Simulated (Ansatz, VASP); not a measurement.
# One calculation of Hg, two programs

```
CELL_PARAMETERS angstrom
0.00000 2.26573 2.26573
2.26573 0.00000 2.26573
2.26573 2.26573 0.00000
ATOMIC_POSITIONS crystal
Hg 0.00000 0.00000 0.00000
```

Alike in both runs: functional PBEsol; k mesh 16 × 16 × 16; occupations gaussian, width 0.1 eV; no spin polarisation.

Ansatz relaxed the structure, and its values are those at the end. VASP's run is a single point on that final structure, the one shown.

```csv
,VASP,Ansatz
version,VASP 6.6.1,Ansatz 0.2.0
potentials or method,"VASP PAW PBE potentials, release 64 (Hg), cutoff 520 eV","scalar-relativistic, plane waves, PAW"
valence electrons in the cell,12,20
```

VASP gave:

* gap on the k mesh at the Fermi level (eV): none
* pressure (GPa): 0.3

Task: Estimate Ansatz's values.

Result: gap on the k mesh at the Fermi level (eV): none; pressure (GPa): 0.0.

VASP's potentials were made for PBE, not for PBEsol. A gap of «none» marks a metal or a gap that the smearing closes. VASP's potentials hold 12 valence electrons a cell and Ansatz's 20, so a difference there can come from the potentials and not from the codes.

Spin-orbit coupling is off throughout.
